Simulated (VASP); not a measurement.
# MgO (P6_3/mmc) in VASP: further runs

Runs on MgO. Level: PBE. Tasks: single point.

All numbers are computed with VASP 6.6.1; they aren't measurements. Logs are shortened: lines on timing, memory, paths and dates and some standing lists are left out, and cuts for length are marked.

### Step 1. The cell of the first run

The structure is hexagonal, space group P6_3/mmc (No. 194). Conventional cell: a = 3.369 Å, b = 3.369 Å, c = 4.072 Å, α = 90.00°, β = 90.00°, γ = 120.00°. Within 2.6 Å of Mg (site symmetry -6m2) lie 5 O at 1.95 to 2.04 Å. O (site symmetry -6m2) has 5 Mg at 1.95 to 2.04 Å within 2.6 Å.

### Step 2. Single point, PBE (volume scaled by 0.88, then relaxed in part)

Input file INCAR:

```
SYSTEM = MgO
PREC = Accurate
ENCUT = 520
EDIFF = 1E-7
ISMEAR = 0
SIGMA = 0.02
LREAL = .FALSE.
LASPH = .TRUE.
NELM = 60
ALGO = Normal
ISIF = 2
LWAVE = .FALSE.
LCHARG = .TRUE.
GGA = PE
LELF = .TRUE.
LVHAR = .TRUE.
NBANDS = 16
```

Input file KPOINTS:

```
Automatic mesh
0
G
  9 9 6
  0 0 0
```

Input file POSCAR:

```
MgO
1.0
    3.3694627250      0.0000000000      0.0000000000
   -1.6847313625      2.9180403170      0.0000000000
    0.0000000000      0.0000000000      4.0716138088
Mg O
2 2
Direct
    0.6666666667      0.3333333333      0.7500000000
    0.3333333333      0.6666666667      0.2500000000
    0.6666666667      0.3333333333      0.2500000000
    0.3333333333      0.6666666667      0.7500000000
```

Potentials or basis: VASP PAW PBE potentials, release 64 (Mg, O).

Launch:

```console
$ cat potpaw_PBE.64/Mg/POTCAR potpaw_PBE.64/O/POTCAR > POTCAR
$ mpirun -np 1 vasp_std > vasp.out
```

OUTCAR:

```text
SYSTEM = MgO
   PREC = Accurate
   ENCUT = 520
   EDIFF = 1E-7
   ISMEAR = 0
   LREAL = .FALSE.
   LASPH = .TRUE.
   NELM = 60
   ISIF = 2
   GGA = PE

 ion  position               nearest neighbor table
   1  0.667  0.333  0.750-   4 1.95   4 1.95   4 1.95   3 2.04   3 2.04   2 2.82   2 2.82   2 2.82
                             2 2.82   2 2.82   2 2.82
   2  0.333  0.667  0.250-   3 1.95   3 1.95   3 1.95   4 2.04   4 2.04   1 2.82   1 2.82   1 2.82
                             1 2.82   1 2.82   1 2.82
   3  0.667  0.333  0.250-   2 1.95   2 1.95   2 1.95   1 2.04   1 2.04
   4  0.333  0.667  0.750-   1 1.95   1 1.95   1 1.95   2 2.04   2 2.04

  LATTYP: Found a hexagonal cell.
 ALAT       =     3.3694627250
 C/A-ratio  =     1.2083866602

  Lattice vectors:

 A1 = (   3.3694627250,   0.0000000000,   0.0000000000)
 A2 = (  -1.6847313625,   2.9180403170,   0.0000000000)
 A3 = (   0.0000000000,   0.0000000000,   4.0716138088)

Analysis of symmetry for initial positions (statically):
=====================================================================
 Subroutine PRICEL returns:
 Original cell was already a primitive cell.

 Routine SETGRP: Setting up the symmetry group for a
 hexagonal supercell.

 Subroutine GETGRP returns: Found 24 space group operations
 (whereof 12 operations were pure point group operations)
 out of a pool of 24 trial point group operations.

The static configuration has the point symmetry D_3d.
 The point group associated with its full space group is D_6h.

Analysis of symmetry for dynamics (positions and initial velocities):
=====================================================================
 Subroutine PRICEL returns:
 Original cell was already a primitive cell.

 Routine SETGRP: Setting up the symmetry group for a
 hexagonal supercell.

 Subroutine GETGRP returns: Found 24 space group operations
 (whereof 12 operations were pure point group operations)
 out of a pool of 24 trial point group operations.

The dynamic configuration has the point symmetry D_3d.
 The point group associated with its full space group is D_6h.

 Subroutine INISYM returns: Found 24 space group operations
 (whereof 12 operations are pure point group operations),
 and found     1 'primitive' translations

----------------------------------------------------------------------------------------

                                     Primitive cell

  volume of cell :      40.0330

  direct lattice vectors                    reciprocal lattice vectors
     3.369462725  0.000000000  0.000000000     0.296783221  0.171347872  0.000000000
    -1.684731362  2.918040317  0.000000000     0.000000000  0.342695745  0.000000000
     0.000000000  0.000000000  4.071613809     0.000000000  0.000000000  0.245602861

  length of vectors
     3.369462725  3.369462725  4.071613809     0.342695745  0.342695745  0.245602861

  position of ions in fractional coordinates (direct lattice)
     0.666666667  0.333333333  0.750000000
     0.333333333  0.666666667  0.250000000
     0.666666667  0.333333333  0.250000000
     0.333333333  0.666666667  0.750000000

  ion indices of the primitive-cell ions
   primitive index   ion index
                 1           1
                 2           2
                 3           3
                 4           4

----------------------------------------------------------------------------------------

 KPOINTS: Automatic mesh

Automatic generation of k-mesh.
 Grid dimensions read from file:
 generate k-points for:    9    9    6

 Generating k-lattice:

  Cartesian coordinates                     Fractional coordinates (reciprocal lattice)
     0.032975913  0.019038652  0.000000000     0.111111111  0.000000000  0.000000000
     0.000000000  0.038077305  0.000000000     0.000000000  0.111111111  0.000000000
     0.000000000  0.000000000  0.040933810     0.000000000  0.000000000  0.166666667

  Length of vectors
     0.038077305  0.038077305  0.040933810

  Shift w.r.t. Gamma in fractional coordinates (k-lattice)
     0.000000000  0.000000000  0.000000000

 Subroutine IBZKPT returns following result:
 ===========================================

 Found     48 irreducible k-points:

 Following reciprocal coordinates:
            Coordinates               Weight
  0.000000  0.000000  0.000000      1.000000
  0.111111  0.000000  0.000000      6.000000
  0.222222  0.000000  0.000000      6.000000
  0.333333  0.000000  0.000000      6.000000
  0.444444  0.000000  0.000000      6.000000
  0.111111  0.111111  0.000000      6.000000
[... 16 lines left out ...]
  0.333333  0.222222  0.166667     24.000000
  0.333333  0.333333  0.166667      4.000000
 [... further k-points ...]
   k-points           NKPTS =     48   k-points in BZ     NKDIM =     48   number of bands    NBANDS=     16
   number of dos      NEDOS =    301   number of ions     NIONS =      4
   total plane-waves  NPLWV =  23520
   dimension x,y,z NGX =    28 NGY =   28 NGZ =   30
   dimension x,y,z NGXF=    56 NGYF=   56 NGZF=   60
   ions per type =               2   2
   NGX,Y,Z   is equivalent  to a cutoff of  13.81, 13.81, 12.25 a.u.
   NGXF,Y,Z  is equivalent  to a cutoff of  27.63, 27.63, 24.50 a.u.
 SYSTEM =  MgO
   PREC   = accura    normal or accurate (medium, high low for compatibility)
   ISTART =      0    job   : 0-new  1-cont  2-samecut
   ICHARG =      2    charge: 1-file 2-atom 10-const
   ISPIN  =      1    spin polarized calculation?
   LNONCOLLINEAR =      F non collinear calculations
   LSORBIT =      F    spin-orbit coupling
   LASPH  =      T    aspherical Exc in radial PAW
   ENCUT  =  520.0 eV  38.22 Ry    6.18 a.u.   6.26  6.26  7.57*2*pi/ulx,y,z
   NELM   =     60;   NELMIN=  2; NELMDL= -5     # of ELM steps
   EDIFF  = 0.1E-06   stopping-criterion for ELM
   LREAL  =      F    real-space projection
   EDIFFG = 0.1E-05   stopping-criterion for IOM
   NSW    =      0    number of steps for IOM
   IBRION =     -1    ionic relax: 0-MD 1-quasi-New 2-CG
   NFREE  =      0    steps in history (QN), initial steepest desc. (CG)
   ISIF   =      2    stress and relaxation
   ISYM   =      2    0-nonsym 1-usesym 2-fastsym
   POTIM  = 0.5000    time-step for ionic-motion
   TEBEG  =    0.0;   TEEND  =   0.0 temperature during run
   PSTRESS=    0.0 pullay stress
   NELECT =      16.0000    total number of electrons
   NUPDOWN=      -1.0000    fix difference up-down
   EMIN   =  10.00;   EMAX   =-10.00  energy-range for DOS
   EFERMI =   0.00;   METHOD = LEGACY
   ISMEAR =     0;   SIGMA  =   0.02  broadening in eV -4-tet -1-fermi 0-gaus
   EFERMI_NEDOS =   21; number of points for ismear=-14 and -15
   IALGO  =     38    algorithm
   IMIX   =      4    mixing-type and parameters
     AMIX     =   0.40;   BMIX     =  1.00
     AMIX_MAG =   1.60;   BMIX_MAG =  1.00
  volume/ion in A,a.u.               =      10.01        67.54
  Fermi-wavevector in a.u.,A,eV,Ry     =   1.205893  2.278807 19.785281  1.454177
  Thomas-Fermi vector in A             =   2.341576
   LORBIT       =      0    0 simple, 1 ext, 2 COOP (PROOUT), +10 PAW based schemes
   GGA     = PE    functional components
   LHFCALC =     F    Hartree Fock is set to
   AEXX    =    0.0000 exact exchange contribution
   IVDW    =     0    specifies the selected vdW correction
   LEPSILON=     F    determine dielectric tensor
   LRPA    =     F    only Hartree local field effects (RPA)
 non-spin polarized calculation
 Gauss-broadening in eV      SIGMA  =   0.02
  energy-cutoff  :      520.00
  volume of cell :       40.03
 maximum number of plane-waves:      1108
 NGX is ok and might be reduce to    28
   NGX = 13   NGY = 13   NGZ = 15

 number of electron      15.9999997 magnetization

 Free energy of the ion-electron system (eV)
  ---------------------------------------------------
  ext. energy  EPLUGINS =         0.00000000
  ---------------------------------------------------
  free energy    TOTEN  =       -23.36997564 eV

  energy without entropy =      -23.36997564  energy(sigma->0) =      -23.36997564

 E-fermi :   2.8556     XC(G=0): -10.5020

 val. band max:        2.6764928304   @ k =   0.0000   0.0000   0.0000
 cond. band min:       6.6008640663   @ k =   0.0000   0.0000   0.0000
 fundamental gap:      3.9243712358
 Fermi energy:         2.8556259900

 k-point     1 :       0.0000    0.0000    0.0000
  band No.  band energies     occupation
      1     -14.7166      2.00000
      2     -13.0742      2.00000
      3      -1.3472      2.00000
      4       0.7511      2.00000
      5       0.7511      2.00000
      6       1.7210      2.00000
[... 8 lines left out ...]
     15      18.8444      0.00000
     16      19.4120      0.00000

 k-point     2 :       0.1111    0.0000    0.0000
  band No.  band energies     occupation
      1     -14.6437      2.00000
      2     -13.0840      2.00000
      3      -1.2421      2.00000
      4       0.5362      2.00000
      5       0.6466      2.00000
      6       1.4159      2.00000
[... 8 lines left out ...]
     15      18.3547      0.00000
     16      18.8514      0.00000

 k-point     3 :       0.2222    0.0000    0.0000
  band No.  band energies     occupation
      1     -14.4429      2.00000
      2     -13.1230      2.00000
      3      -0.9401      2.00000
      4      -0.0908      2.00000
      5       0.4315      2.00000
      6       0.9734      2.00000
[... 8 lines left out ...]
     15      17.7690      0.00000
     16      18.0649      0.00000

 k-point     4 :       0.3333    0.0000    0.0000
  band No.  band energies     occupation
      1     -14.1676      2.00000
      2     -13.2111      2.00000
      3      -0.7852      2.00000
      4      -0.4901      2.00000
      5       0.2334      2.00000
      6       0.6851      2.00000
[... 8 lines left out ...]
     15      17.6928      0.00000
     16      18.2124      0.00000

 k-point     5 :       0.4444    0.0000    0.0000
  band No.  band energies     occupation
      1     -13.9224      2.00000
      2     -13.3319      2.00000
      3      -1.2007      2.00000
      4      -0.0375      2.00000
      5       0.1201      2.00000
      6       0.5400      2.00000
[... 8 lines left out ...]
     15      18.2829      0.00000
     16      18.3903      0.00000

 k-point     6 :       0.1111    0.1111    0.0000
  band No.  band energies     occupation
      1     -14.5067      2.00000
      2     -13.1084      2.00000
      3      -1.0382      2.00000
      4       0.2101      2.00000
      5       0.3261      2.00000
      6       1.1731      2.00000
[... 8 lines left out ...]
     15      17.8994      0.00000
     16      18.1383      0.00000
[... 267 lines left out ...]
 k-point    21 :       0.4444    0.1111    0.1667
  band No.  band energies     occupation
      1     -13.7905      2.00000
      2     -13.3901      2.00000
      3      -1.4063      2.00000
      4      -0.1851      2.00000
      5      -0.1050      2.00000
      6       0.7025      2.00000
[... 8 lines left out ...]
     15      17.4690      0.00000
     16      18.8113      0.00000

 k-point    22 :       0.2222    0.2222    0.1667
  band No.  band energies     occupation
      1     -13.9564      2.00000
      2     -13.3046      2.00000
      3      -0.9153      2.00000
      4      -0.8306      2.00000
      5       0.3520      2.00000
      6       0.7001      2.00000
[... 8 lines left out ...]
     15      17.8498      0.00000
     16      19.1207      0.00000

 k-point    23 :       0.3333    0.2222    0.1667
  band No.  band energies     occupation
      1     -13.7405      2.00000
      2     -13.4167      2.00000
      3      -1.2209      2.00000
      4      -0.5426      2.00000
      5      -0.0742      2.00000
      6       0.9750      2.00000
[... 8 lines left out ...]
     15      17.5854      0.00000
     16      19.4149      0.00000

 k-point    24 :       0.3333    0.3333    0.1667
  band No.  band energies     occupation
      1     -13.5605      2.00000
      2     -13.5605      2.00000
      3      -1.2043      2.00000
      4      -0.3889      2.00000
      5      -0.3889      2.00000
      6       1.3514      2.00000
[... 8 lines left out ...]
     15      17.3344      0.00000
     16      20.3580      0.00000

 [... further k-points ...]
[... 5 lines left out ...]
  --------------------------------------------------------------------------------------
  -------------------------------------------------------------------------------------
  Total        5.0673459      5.0673459      5.0160109     -0.0000000      0.0000000      0.0000000
  in kB      202.8021743    202.8021743    200.7476782     -0.0000000      0.0000000      0.0000000
  external PRESSURE =     202.1173423 kB  Pullay stress =       0.0000000 kB

 VOLUME and BASIS-vectors are now :
 -----------------------------------------------------------------------------
  energy-cutoff  :      520.00
  volume of cell :       40.03
      direct lattice vectors                 reciprocal lattice vectors
     3.369462725  0.000000000  0.000000000     0.296783221  0.171347872  0.000000000
    -1.684731362  2.918040317  0.000000000     0.000000000  0.342695745  0.000000000
     0.000000000  0.000000000  4.071613809     0.000000000  0.000000000  0.245602861

 POSITION                                       TOTAL-FORCE (eV/Angst)
 -----------------------------------------------------------------------------------
      1.68473      0.97268      3.05371         0.000000      0.000000      0.000000
     -0.00000      1.94536      1.01790        -0.000000     -0.000000      0.000000
      1.68473      0.97268      1.01790        -0.000000     -0.000000      0.000000
     -0.00000      1.94536      3.05371        -0.000000      0.000000      0.000000
 -----------------------------------------------------------------------------------
    total drift:                                0.000000     -0.000000      0.000000

  FREE ENERGIE OF THE ION-ELECTRON SYSTEM (eV)
  ---------------------------------------------------
  free  energy   TOTEN  =       -23.3699756377 eV

  energy  without entropy=      -23.3699756377  energy(sigma->0) =      -23.36997564
```

Wall time 20 s (1 thread of Intel Xeon 6975P-C (Granite Rapids), shared host); peak memory 0.17 GiB.

What came out:

```
Free energy            : -23.3700 eV
Pressure               : 20.2 GPa
Band gap on the k mesh : 3.92 eV, direct
```

Levels at points of the mesh, in eV from the valence-band top:
```tsv
k point	band 6	band 7	band 8	band 9	band 10	band 11
(0.00, 0.00, 0.00)	-0.96	-0.96	0.00	3.92	10.24	12.95
(0.00, 0.00, 0.50)	-1.46	-1.46	-1.46	6.98	6.98	13.60
```

### Step 3. Single point, PBE (volume scaled by 0.91, then relaxed in part)

Input file INCAR:

```
PREC     = Accurate       # precision mode
ENCUT    = 520            # plane-wave cutoff, eV
EDIFF    = 1E-7           # SCF threshold, eV
ISMEAR   = 0              # smearing method
SIGMA    = 0.02           # smearing width, eV
LREAL    = F              # projectors in reciprocal space
LASPH    = T              # aspherical terms in the spheres
NELM     = 100            # most SCF steps
ALGO     = Normal         # electronic algorithm
ISIF     = 2              # what is computed and relaxed
LWAVE    = F              # write WAVECAR
LCHARG   = T              # write CHGCAR
GGA      = PE             # functional
LELF     = T              # ELF
LVHAR    = T            
NBANDS   = 16             # bands
```

Input file KPOINTS:

```
Automatic mesh
0
Gamma
  9 9 6
```

Input file POSCAR:

```
MgO
1.0
    3.4082214368      0.0000000000      0.0000000000
   -1.7041107184      2.9516063460      0.0000000000
    0.0000000000      0.0000000000      4.1152005406
Mg O
2 2
Direct
    0.6666666667      0.3333333333      0.7500000000
    0.3333333333      0.6666666667      0.2500000000
    0.6666666667      0.3333333333      0.2500000000
    0.3333333333      0.6666666667      0.7500000000
```

Potentials or basis: VASP PAW PBE potentials, release 64 (Mg, O).

Launch:

```console
$ cat potpaw_PBE.64/Mg/POTCAR potpaw_PBE.64/O/POTCAR > POTCAR
$ mpirun -np 1 vasp_std > vasp.out
```

Wall time 22 s (1 thread of Intel Xeon 6975P-C (Granite Rapids), shared host); peak memory 0.18 GiB.

The run converged. Its results:

| Property | Result |
| --- | --- |
| Free energy | -23.5154 eV |
| Pressure | 13.8 GPa |
| Band gap on the k mesh | 3.75 eV, direct |

Stress tensor (GPa, compression positive):
```
13.82  0.00  0.00
 0.00 13.82  0.00
 0.00  0.00 13.64
```

Levels at points of the mesh, in eV from the valence-band top:
```csv
k point,band 6,band 7,band 8,band 9,band 10,band 11
"(0.00, 0.00, 0.00)",-0.90,-0.90,0.00,3.75,9.96,12.68
"(0.00, 0.00, 0.50)",-1.40,-1.40,-1.40,6.79,6.79,13.36
```

[end of part 1 of 2]
